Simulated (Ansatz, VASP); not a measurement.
# Ru: VASP beside Ansatz

INCAR

```
PREC = Accurate
ENCUT = 520
EDIFF = 1E-6
ISMEAR = -1
SIGMA = 0.1
LREAL = False
LASPH = True
NELM = 80
ALGO = Normal
ISIF = 2
LWAVE = False
LCHARG = False
GGA = RP
NBANDS = 28
```

File KPOINTS:

```
regular mesh
0
Gamma
  10 10 13
```

POSCAR

```
Ru
1.0
    4.4015908823      0.0000000000      0.0000000000
   -2.2007954411      3.8118895211      0.0000000000
    0.0000000000      0.0000000000      2.7678726726
Ru
3
Direct
    1.0000000000      0.0000000000      0.0000000000
    0.3333333333      0.6666666667      0.5000000000
    0.6666666667      0.3333333333      0.5000000000
```

Input for Ansatz:

```yaml
crystal:
  lattice:
    - [4.4015908823, 0.0, 0.0]
    - [-2.2007954411, 3.8118895211, 0.0]
    - [0.0, 0.0, 2.7678726726]
  atoms:
    - { symbol: Ru, position: [1.0, 0.0, 0.0] }
    - { symbol: Ru, position: [0.3333333333, 0.6666666667, 0.5] }
    - { symbol: Ru, position: [0.6666666667, 0.3333333333, 0.5] }
hamiltonian:
  xc: rpbe
  pseudopotentials:
    kind: paw
    azcp:
      Ru: "pseudopotentials/Ru.paw.azcp"
basis:
  ecutwfc: 420
  fft_grid_basis: typed
kpoints:
  mp_grid: { grid: [10, 10, 13], shift: [0, 0, 0] }
magnetization:
  spin_polarized: false
scf:
  occupations: { method: fermi_dirac, width: 0.1 }
  lower_state_search: "off"
output:
  stress: true
  write_density: true
  write_potential: true
  elf: true
  volumetric_format: npy
```

Alike in both runs: task single point; functional RPBE; k mesh 10 × 10 × 13; occupations fermi-dirac, width 0.1 eV; no spin polarisation.

```csv
,VASP,Ansatz
version,VASP 6.6.1,Ansatz 0.2.0
potentials or method,"VASP PAW PBE potentials, release 64 (Ru_pv), cutoff 520 eV","plane waves (420 eV) with PAW, scalar-relativistic"
valence electrons in the cell,42,48
```

|  | VASP | Ansatz | Ansatz less VASP |
| --- | --- | --- | --- |
| pressure (GPa) | -17.6 | -17.6 | +0.05 |
| traceless stress, the component that is largest in VASP (GPa) | 1.75 | 1.80 | +0.052 |

VASP's potentials were made for PBE, not for RPBE. With one functional, cell and mesh, what is left measures potentials, basis and numerics. VASP's potentials hold 42 valence electrons a cell and Ansatz's 48, so a difference there can come from the potentials and not from the codes.
